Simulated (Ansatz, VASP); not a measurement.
**MgI2: VASP beside Ansatz**

```
CELL_PARAMETERS angstrom
8.28000 0.00000 0.00000
-4.14000 7.17069 0.00000
0.00000 0.00000 6.88000
ATOMIC_POSITIONS crystal
Mg 0.00000 0.00000 0.00000
Mg 0.00000 0.50000 0.00000
Mg 0.50000 0.00000 0.00000
Mg 0.50000 0.50000 0.00000
I 0.16667 0.33333 0.25000
I 0.33333 0.16667 0.75000
I 0.16667 0.83333 0.25000
I 0.33333 0.66667 0.75000
I 0.66667 0.33333 0.25000
I 0.83333 0.16667 0.75000
I 0.66667 0.83333 0.25000
I 0.83333 0.66667 0.75000
```

Alike in both runs: task single point; functional PBEsol; k mesh 3 × 3 × 2; occupations gaussian, width 0.02 eV; no spin polarisation.

|  | VASP | Ansatz |
| --- | --- | --- |
| version | VASP 6.6.1 | Ansatz 0.2.0 |
| potentials or method | VASP PAW PBE potentials, release 64 (Mg, I) | plane waves, PAW |
| plane-wave cutoff (eV) | 600 | 420 |
| valence electrons in the cell | 64 | 176 |

Ansatz gave:

| Property | Result |
| --- | --- |
| gap on the k mesh at the Fermi level (eV) | 3.44 |

**Question.** What did VASP give for the same quantities?

**Answer.** gap on the k mesh at the Fermi level (eV): 3.42.

VASP's potentials were made for PBE, not for PBEsol. The functional is the same, so the differences come from potentials, cutoffs and numerics. VASP's potentials hold 64 valence electrons a cell and Ansatz's 176, so a difference there can come from the potentials and not from the codes.

The k mesh is coarse, so the values compare programs but aren't converged. Neither program's run includes spin-orbit coupling.
